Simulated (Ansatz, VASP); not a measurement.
**One calculation of InSe2, two programs**

```
CELL_PARAMETERS angstrom
3.89489 0.00000 0.00000
0.00000 3.89489 0.00000
0.00000 0.00000 9.62623
ATOMIC_POSITIONS crystal
In 0.00000 0.50000 0.70647
In 0.50000 0.00000 0.29353
Se 0.00000 0.50000 0.36621
Se 0.50000 0.00000 0.63379
Se 0.00000 0.00000 0.00000
Se 0.50000 0.50000 0.00000
```

Alike in both runs: task relaxation of cell and atoms; functional PBE; k mesh 10 × 10 × 4; occupations gaussian, width 0.1 eV; no spin polarisation.

```csv
,VASP,Ansatz
version,VASP 6.6.1,Ansatz 0.2.0
potentials or method,"VASP PAW PBE potentials, release 64 (In_d, Se), cutoff 500 eV","scalar-relativistic, plane waves, PAW"
valence electrons in the cell,50,90
```

VASP gave:

| Item | Value |
| --- | --- |
| gap on the k mesh at the Fermi level, each at its own relaxed structure (eV) | none |
| relaxed volume (Å³/atom) | 24.52 |
| relaxed length of the cell vector where the two differ most in proportion (Å) | 9.751 |

Question: Estimate Ansatz's values.

Answer: gap on the k mesh at the Fermi level, each at its own relaxed structure (eV): none; relaxed volume (Å³/atom): 24.51; relaxed length of the cell vector where the two differ most in proportion (Å): 9.733.

A gap of «none» marks a metal or a gap that the smearing closes. VASP's potentials hold 50 valence electrons a cell and Ansatz's 90, so a difference there can come from the potentials and not from the codes.
